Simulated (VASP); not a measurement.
# Al2InN3 (P-62m) in VASP: notebook

Runs on Al2InN3. Level: PBE. Tasks: single point.

Everything below comes from runs of VASP 6.6.1. Logs are shortened: lines on timing, memory, paths and dates and some standing lists are left out, and cuts for length are marked.

**1. The cell of the first run**

It takes space group P-62m (No. 189, hexagonal). Conventional cell: a = 5.250 Å, b = 5.250 Å, c = 2.748 Å, α = 90.00°, β = 90.00°, γ = 120.00°. Al (site symmetry -6) has 6 N at 2.10 Å and 2 Al at 2.75 Å within 2.8 Å. Within 2.9 Å of In (site symmetry -62m) lie 3 N at 2.16 Å and 2 In at 2.75 Å. N (site symmetry m2m) has 4 Al at 2.10 Å and 1 In at 2.16 Å and 6 N at 2.74 to 2.75 Å within 2.8 Å.

**2. Single point, PBE**

Input file INCAR:

```
SYSTEM = Al2InN3
ALGO     = Normal         ! electronic algorithm
EDIFF    = 1E-6           ! SCF threshold, eV
ENCUT    = 520            ! plane-wave cutoff, eV
GGA      = PE             ! functional
ISIF     = 2              ! what is computed and relaxed
ISMEAR   = 0              ! smearing method
LASPH    = .TRUE.         ! aspherical terms in the spheres
LCHARG   = .FALSE.        ! write CHGCAR
LREAL    = .FALSE.        ! projectors in reciprocal space
LWAVE    = .FALSE.        ! write WAVECAR
NBANDS   = 26             ! bands
NELM     = 60             ! most SCF steps
PREC     = Accurate       ! precision mode
SIGMA    = 0.1            ! smearing width, eV
```

Input file KPOINTS:

```
k-points
0
G
  12 12 14
  0 0 0
```

Input file POSCAR:

```
Al2InN3
1.0
    5.2498898048      0.0000000000      0.0000000000
   -2.6249449024      4.5465379381      0.0000000000
    0.0000000000      0.0000000000      2.7482358954
Al In N
2 1 3
Direct
    0.3333333333      0.6666666667      0.5000000000
    0.6666666667      0.3333333333      0.5000000000
    0.0000000000      0.0000000000      0.0000000000
    0.4117696406      0.0000000000      0.0000000000
    0.0000000000      0.4117696406      0.0000000000
    0.5882303594      0.5882303594      0.0000000000
```

Potentials or basis: VASP PAW PBE potentials, release 64 (Al, In_d, N).

The run is started by

```
cat potpaw_PBE.64/Al/POTCAR potpaw_PBE.64/In_d/POTCAR potpaw_PBE.64/N/POTCAR > POTCAR
mpirun -np 1 vasp_std > vasp.out
```

OUTCAR:

```text
SYSTEM = Al2InN3
   EDIFF = 1E-6
   ENCUT = 520
   GGA = PE
   ISIF = 2
   ISMEAR = 0
   LASPH = .TRUE.
   LREAL = .FALSE.
   NELM = 60
   PREC = Accurate

 ion  position               nearest neighbor table
   1  0.333  0.667  0.500-   4 2.10   4 2.10   5 2.10   5 2.10   6 2.10   6 2.10   2 3.03   2 3.03
                             2 3.03   3 3.33   3 3.33   3 3.33   3 3.33   3 3.33   3 3.33
   2  0.667  0.333  0.500-   5 2.10   5 2.10   4 2.10   4 2.10   6 2.10   6 2.10   1 3.03   1 3.03
                             1 3.03   3 3.33   3 3.33   3 3.33   3 3.33   3 3.33   3 3.33
   3  0.000  0.000  0.000-   4 2.16   5 2.16   6 2.16   2 3.33   1 3.33   1 3.33   2 3.33   2 3.33
                             2 3.33   1 3.33   1 3.33   2 3.33   2 3.33   1 3.33   1 3.33
   4  0.412  0.000  0.000-   1 2.10   1 2.10   2 2.10   2 2.10   3 2.16
   5  0.000  0.412  0.000-   2 2.10   2 2.10   1 2.10   1 2.10   3 2.16
   6  0.588  0.588  0.000-   1 2.10   1 2.10   2 2.10   2 2.10   3 2.16

  LATTYP: Found a hexagonal cell.
 ALAT       =     5.2498898048
 C/A-ratio  =     0.5234844916

  Lattice vectors:

 A1 = (   5.2498898048,   0.0000000000,   0.0000000000)
 A2 = (  -2.6249449024,   4.5465379381,   0.0000000000)
 A3 = (   0.0000000000,   0.0000000000,   2.7482358954)

Analysis of symmetry for initial positions (statically):
=====================================================================
 Subroutine PRICEL returns:
 Original cell was already a primitive cell.

 Routine SETGRP: Setting up the symmetry group for a
 hexagonal supercell.

 Subroutine GETGRP returns: Found 12 space group operations
 (whereof 12 operations were pure point group operations)
 out of a pool of 24 trial point group operations.

The static configuration has the point symmetry D_3h.

Analysis of symmetry for dynamics (positions and initial velocities):
=====================================================================
 Subroutine PRICEL returns:
 Original cell was already a primitive cell.

 Routine SETGRP: Setting up the symmetry group for a
 hexagonal supercell.

 Subroutine GETGRP returns: Found 12 space group operations
 (whereof 12 operations were pure point group operations)
 out of a pool of 24 trial point group operations.

The dynamic configuration has the point symmetry D_3h.

 Subroutine INISYM returns: Found 12 space group operations
 (whereof 12 operations are pure point group operations),
 and found     1 'primitive' translations

----------------------------------------------------------------------------------------

[... 100 lines left out ...]
   EDIFF  = 0.1E-05   stopping-criterion for ELM
   LREAL  =      F    real-space projection
   EDIFFG = 0.1E-04   stopping-criterion for IOM
   NSW    =      0    number of steps for IOM
   IBRION =     -1    ionic relax: 0-MD 1-quasi-New 2-CG
   NFREE  =      0    steps in history (QN), initial steepest desc. (CG)
   ISIF   =      2    stress and relaxation
   ISYM   =      2    0-nonsym 1-usesym 2-fastsym
   POTIM  = 0.5000    time-step for ionic-motion
   TEBEG  =    0.0;   TEEND  =   0.0 temperature during run
   PSTRESS=    0.0 pullay stress
   NELECT =      34.0000    total number of electrons
   NUPDOWN=      -1.0000    fix difference up-down
   EMIN   =  10.00;   EMAX   =-10.00  energy-range for DOS
   EFERMI =   0.00;   METHOD = LEGACY
   ISMEAR =     0;   SIGMA  =   0.10  broadening in eV -4-tet -1-fermi 0-gaus
   EFERMI_NEDOS =   21; number of points for ismear=-14 and -15
   IALGO  =     38    algorithm
   IMIX   =      4    mixing-type and parameters
     AMIX     =   0.40;   BMIX     =  1.00
     AMIX_MAG =   1.60;   BMIX_MAG =  1.00
  volume/ion in A,a.u.               =      10.93        73.78
  Fermi-wavevector in a.u.,A,eV,Ry     =   1.315042  2.485068 23.529020  1.729334
  Thomas-Fermi vector in A             =   2.445252
   LORBIT       =      0    0 simple, 1 ext, 2 COOP (PROOUT), +10 PAW based schemes
   GGA     = PE    functional components
   LHFCALC =     F    Hartree Fock is set to
   AEXX    =    0.0000 exact exchange contribution
   IVDW    =     0    specifies the selected vdW correction
   LEPSILON=     F    determine dielectric tensor
   LRPA    =     F    only Hartree local field effects (RPA)
 non-spin polarized calculation
 Gauss-broadening in eV      SIGMA  =   0.10
  energy-cutoff  :      520.00
  volume of cell :       65.60
 maximum number of plane-waves:      1796
 NGX is ok and might be reduce to    40
   NGX = 19   NGY = 19   NGZ = 11

 number of electron      33.9999998 magnetization

 Free energy of the ion-electron system (eV)
  ---------------------------------------------------
  ext. energy  EPLUGINS =         0.00000000
  ---------------------------------------------------
  free energy    TOTEN  =       -36.18787190 eV

  energy without entropy =      -36.17795288  energy(sigma->0) =      -36.18291239

 E-fermi :   8.6057     XC(G=0): -11.5978

 val. band max:        8.5926025218   @ k =   0.2500   0.0000   0.0000
 cond. band min:       8.6089943160   @ k =   0.3333   0.3333   0.0000
 fundamental gap:      0.0163917942
 Fermi energy:         8.6056657480

 k-point     1 :       0.0000    0.0000    0.0000
  band No.  band energies     occupation
      1      -7.8971      2.00000
      2      -6.4194      2.00000
      3      -6.3823      2.00000
      4      -6.3823      2.00000
      5      -5.3662      2.00000
      6      -5.3662      2.00000
[... 685 lines left out ...]
     25      19.0838      0.00000
     26      19.7480      0.00000

 [... further k-points ...]
[... 5 lines left out ...]
  --------------------------------------------------------------------------------------
  -------------------------------------------------------------------------------------
  Total       -0.0001811     -0.0001811     -0.0886310      0.0000000      0.0000000      0.0000000
  in kB       -0.0044223     -0.0044223     -2.1647685      0.0000000      0.0000000      0.0000000
  external PRESSURE =      -0.7245377 kB  Pullay stress =       0.0000000 kB

 VOLUME and BASIS-vectors are now :
 -----------------------------------------------------------------------------
  energy-cutoff  :      520.00
  volume of cell :       65.60
      direct lattice vectors                 reciprocal lattice vectors
     5.249889805  0.000000000  0.000000000     0.190480189  0.109973788  0.000000000
    -2.624944902  4.546537938  0.000000000     0.000000000  0.219947576  0.000000000
     0.000000000  0.000000000  2.748235895     0.000000000  0.000000000  0.363869783

 POSITION                                       TOTAL-FORCE (eV/Angst)
 -----------------------------------------------------------------------------------
     -0.00000      3.03103      1.37412         0.000000      0.000000      0.000000
      2.62494      1.51551      1.37412         0.000000      0.000000      0.000000
      0.00000      0.00000      0.00000         0.000000     -0.000000      0.000000
      2.16175      0.00000      0.00000         0.025972     -0.000000      0.000000
     -1.08087      1.87213      0.00000        -0.012986      0.022493      0.000000
      1.54407      2.67441      0.00000        -0.012986     -0.022493      0.000000
 -----------------------------------------------------------------------------------
    total drift:                               -0.000002     -0.000003      0.000000

  FREE ENERGIE OF THE ION-ELECTRON SYSTEM (eV)
  ---------------------------------------------------
  free  energy   TOTEN  =       -36.1878718951 eV

  energy  without entropy=      -36.1779528769  energy(sigma->0) =      -36.18291239
```

OSZICAR:

```text
N       E                     dE             d eps       ncg     rms          rms(c)
DAV:   1     0.276695602363E+03    0.27670E+03   -0.15554E+04  8048   0.149E+03
DAV:   2    -0.744437977380E+01   -0.28414E+03   -0.25947E+03  8596   0.385E+02
DAV:   3    -0.419385517817E+02   -0.34494E+02   -0.33162E+02  9790   0.127E+02
DAV:   4    -0.433176923220E+02   -0.13791E+01   -0.13726E+01 10174   0.261E+01
DAV:   5    -0.433656399460E+02   -0.47948E-01   -0.47921E-01 12160   0.491E+00    0.150E+01
DAV:   6    -0.361933190341E+02    0.71723E+01   -0.21679E+01 12764   0.554E+01    0.926E+00
DAV:   7    -0.362518862057E+02   -0.58567E-01   -0.21059E+00  9504   0.125E+01    0.346E+00
DAV:   8    -0.362059936573E+02    0.45893E-01   -0.14694E-01 10666   0.249E+00    0.165E+00
DAV:   9    -0.361888675320E+02    0.17126E-01   -0.18027E-02 12306   0.184E+00    0.460E-01
DAV:  10    -0.361886788146E+02    0.18872E-03   -0.85402E-03 12436   0.156E+00    0.227E-01
DAV:  11    -0.361878193732E+02    0.85944E-03   -0.22461E-03 12540   0.888E-01    0.150E-01
DAV:  12    -0.361879189620E+02   -0.99589E-04   -0.44421E-04 10508   0.182E-01    0.636E-02
DAV:  13    -0.361878720907E+02    0.46871E-04   -0.69975E-05 12486   0.149E-01    0.125E-02
DAV:  14    -0.361878722056E+02   -0.11483E-06   -0.10244E-05  9414   0.210E-02    0.925E-03
DAV:  15    -0.361878718951E+02    0.31042E-06   -0.29716E-07  5708   0.957E-03
   1 F= -.36187872E+02 E0= -.36182912E+02  d E =-.991902E-02
```

It took 2.4 min on 1 thread of AMD EPYC 9R45 (Zen 5), shared host; peak memory 0.33 GiB.

What came out:

```
Free energy            : -36.1879 eV
Pressure               : -0.1 GPa
Largest force          : 0.026 eV/Å
Band gap on the k mesh : zero (band 17 reaches 8.89 eV, above the bottom of band 18 at 8.07 eV)
```

Forces in eV/Å, atoms in the order of the input:
```
Al   0.000  0.000  0.000
Al   0.000  0.000  0.000
In   0.000  0.000  0.000
N    0.026  0.000  0.000
N   -0.013  0.022  0.000
N   -0.013 -0.022  0.000
```

Caveat: spin-orbit coupling is left out, which moves the levels of the heavy elements.

**3. Single point, PBE, collinear spin, ferromagnetic start**

This run uses another cell than the first one, of 10.91 Å³/atom, 0.998 times its volume.

Input file INCAR:

```
SYSTEM = Al2InN3
PREC     = Accurate       ! precision mode
ENCUT    = 520            ! plane-wave cutoff, eV
EDIFF    = 1E-6           ! SCF threshold, eV
ISMEAR   = 0              ! smearing method
SIGMA    = 0.1            ! smearing width, eV
LREAL    = .FALSE.        ! projectors in reciprocal space
LASPH    = .TRUE.         ! aspherical terms in the spheres
NELM     = 150            ! most SCF steps
ALGO     = Normal         ! electronic algorithm
ISIF     = 2              ! what is computed and relaxed
LWAVE    = .FALSE.        ! write WAVECAR
LCHARG   = .FALSE.        ! write CHGCAR
ISPIN    = 2              ! spin polarisation
MAGMOM   = 0 0 0 1 1 1    ! initial moments
LORBIT   = 11             ! projections on sites
GGA      = PE             ! functional
NBANDS   = 30             ! bands
```

Input file KPOINTS:

```
regular mesh
0
G
  6 6 6
  0 0 0
```

Input file POSCAR:

```
Al2InN3
1.0
    5.2583180022      0.0000000000      0.0000000000
   -2.6291590011      4.5538369711      0.0000000000
    0.0000000000      0.0000000000      2.7327284004
Al In N
2 1 3
Direct
    0.3333333333      0.6666666667      0.5000000000
    0.6666666667      0.3333333333      0.5000000000
    0.0000000000      0.0000000000      0.0000000000
    0.4119080837      0.0000000000      0.0000000000
    0.0000000000      0.4119080837      0.0000000000
    0.5880919163      0.5880919163      0.0000000000
```

Potentials or basis: VASP PAW PBE potentials, release 64 (Al, In_d, N).

The run is started by

```
cat potpaw_PBE.64/Al/POTCAR potpaw_PBE.64/In_d/POTCAR potpaw_PBE.64/N/POTCAR > POTCAR
mpirun -np 1 vasp_std > vasp.out
```

Run time: 61 s. Hardware: 1 thread of AMD EPYC 9R45 (Zen 5), shared host; peak memory 0.22 GiB.

Results (log left out):

```
Free energy                                           : -36.2462 eV
Pressure                                              : 0.2 GPa
Largest force                                         : 0.010 eV/Å
Net moment                                            : -0.15 μB per cell
Site moments                                          : Al +0.00; In +0.00; N -0.04 μB
Valence electrons inside the program's atomic spheres : Al 0.66; In 11.63; N 3.71
```

Forces in eV/Å, atoms in the order of the input:
```
Al   0.000  0.000  0.000
Al   0.000  0.000  0.000
In   0.000  0.000  0.000
N   -0.010  0.000  0.000
N    0.005 -0.009  0.000
N    0.005  0.009  0.000
```

Stress tensor (GPa, compression positive):
```
 0.33  0.00  0.00
 0.00  0.33  0.00
 0.00  0.00 -0.18
```

Levels at points of the mesh, in eV from the Fermi level:
Spin up:
```
           k point  band 14  band 15  band 16  band 17  band 18  band 19  band 20  band 21
(0.00, 0.00, 0.00)    -0.59    -0.59     0.17     0.17     0.37     5.78     6.53     6.53
(0.50, 0.00, 0.00)    -1.30    -0.52    -0.27     0.11     1.44     3.32     5.07     6.70
(0.00, 0.00, 0.50)    -3.79    -2.47     0.19     0.19     0.26     2.64     3.41     3.41
(0.50, 0.00, 0.50)    -3.03    -1.78    -1.48    -0.77    -0.26     3.52     5.05     5.73
```
Spin down:
| k point | band 14 | band 15 | band 16 | band 17 | band 18 | band 19 | band 20 | band 21 |
| --- | --- | --- | --- | --- | --- | --- | --- | --- |
| (0.00, 0.00, 0.00) | -0.62 | -0.62 | 0.02 | 0.02 | 0.34 | 5.77 | 6.53 | 6.53 |
| (0.50, 0.00, 0.00) | -1.32 | -0.66 | -0.42 | -0.04 | 1.42 | 3.31 | 5.06 | 6.69 |
| (0.00, 0.00, 0.50) | -3.81 | -2.49 | 0.15 | 0.15 | 0.25 | 2.64 | 3.42 | 3.42 |
| (0.50, 0.00, 0.50) | -3.06 | -1.81 | -1.51 | -0.77 | -0.29 | 3.49 | 5.02 | 5.72 |

Caveat: the k points lie up to 0.38 Å⁻¹ apart; spin-orbit coupling is left out, which moves the levels of the heavy elements.

**4. Single point, PBE, collinear spin, ferromagnetic start**

This run uses another cell than the first one, of 15.36 Å³/atom, 1.405 times its volume.

Input file INCAR:

```
  PREC = Accurate
  ENCUT = 520
  EDIFF = 1E-6
  ISMEAR = 0
  SIGMA = 0.1
  LREAL = F
  LASPH = T
  NELM = 150
  ALGO = Normal
  ISIF = 2
  LWAVE = F
  LCHARG = F
  ISPIN = 2
  MAGMOM = 0 0 0 1 1 1
  LORBIT = 11
  GGA = PE
  NBANDS = 30
```

Input file KPOINTS:

```
regular mesh
0
Gamma
  6 6 4
```

Input file POSCAR:

```
Al2InN3
1.0
    4.5443932800      0.0000000000      0.0000000000
   -2.2721966400      3.9355600200      0.0000000000
    0.0000000000      0.0000000000      5.1518810900
Al In N
2 1 3
Direct
    0.3333333300      0.6666666700      0.5000000000
    0.6666666700      0.3333333300      0.5000000000
    0.0000000000      0.0000000000      0.0000000000
    0.4563794500      0.0000000000      0.0000000000
    0.0000000000      0.4563794500      0.0000000000
    0.5436205500      0.5436205500      0.0000000000
```

The run is started by

```
cat potpaw_PBE.64/Al/POTCAR potpaw_PBE.64/In_d/POTCAR potpaw_PBE.64/N/POTCAR > POTCAR
mpirun -np 1 vasp_std > vasp.out
```

Run time: 75 s. Hardware: 1 thread of AMD EPYC 9R45 (Zen 5), shared host; peak memory 0.27 GiB.

The run converged. Its results:

- Free energy: -24.9149 eV
- Pressure: -1.3 GPa
- Largest force: 0.641 eV/Å
- Band gap on the k mesh: zero (filled and empty bands overlap)
- Net moment: 0.00 μB per cell
- Valence electrons inside the program's atomic spheres: Al 0.74; In 11.51; N 3.44

Forces in eV/Å, atoms in the order of the input:
```
Al   0.000  0.000  0.000
Al   0.000  0.000  0.000
In   0.000  0.000  0.000
N    0.641  0.000  0.000
N   -0.320  0.555  0.000
N   -0.320 -0.555  0.000
```

Stress tensor (GPa, compression positive):
```
  5.32   0.00   0.00
  0.00   5.32   0.00
  0.00   0.00 -14.59
```

Levels at points of the mesh, in eV from the Fermi level:
Spin up:
```
           k point  band 13  band 14  band 15  band 16  band 17  band 18  band 19  band 20  band 21  band 22
(0.00, 0.00, 0.00)    -5.03    -1.70    -1.00    -1.00     0.73     0.73     2.54     2.63     2.63     3.15
(0.50, 0.00, 0.00)    -3.10    -2.71    -1.65    -1.27    -1.14    -0.32    -0.19     1.89     2.20     3.29
(0.00, 0.00, 0.50)    -1.83    -1.78    -1.78    -1.78     0.86     2.02     2.02     2.14     2.63     2.63
(0.50, 0.00, 0.50)    -2.25    -1.74    -1.33    -0.69    -0.25    -0.19     0.44     1.66     2.17     2.60
```
Spin down:
```csv
k point,band 15,band 16,band 17,band 18,band 19,band 20
"(0.00, 0.00, 0.00)",-1.00,-1.00,0.73,0.73,2.54,2.63
"(0.50, 0.00, 0.00)",-1.65,-1.27,-1.14,-0.32,-0.19,1.89
"(0.00, 0.00, 0.50)",-1.78,-1.78,0.86,2.02,2.02,2.14
"(0.50, 0.00, 0.50)",-1.33,-0.69,-0.25,-0.19,0.44,1.66
```

Caveat: spin-orbit coupling is left out, which moves the levels of the heavy elements.

**5. Summary**

```tsv
spin	cell	k mesh	gap on the mesh (eV)	pressure (GPa)	moment (μB)	largest force (eV/Å)
off	a = 5.250, b = 5.250, c = 2.748 Å, angles 90.0, 90.0, 120.0°, 6 atoms	12 × 12 × 14	none	-0.1	-	0.03
collinear, ferromagnetic start	a = 5.258, b = 5.258, c = 2.733 Å, angles 90.0, 90.0, 120.0°, 6 atoms	6 × 6 × 6	none	0.2	0.15	0.01
collinear, ferromagnetic start	a = 4.544, b = 4.544, c = 5.152 Å, angles 90.0, 90.0, 120.0°, 6 atoms	6 × 6 × 4	none	-1.3	0.00	0.64
```

Alike in all rows: task single point; level PBE; potentials or basis VASP PAW PBE potentials, release 64 (Al, In_d, N); cutoff (eV) 520; smearing gaussian 0.1 eV.

Caveats: some runs use coarse meshes; spin-orbit coupling is left out, which moves the levels of the heavy elements.

Absolute energies hang on the potentials; compare differences alone.
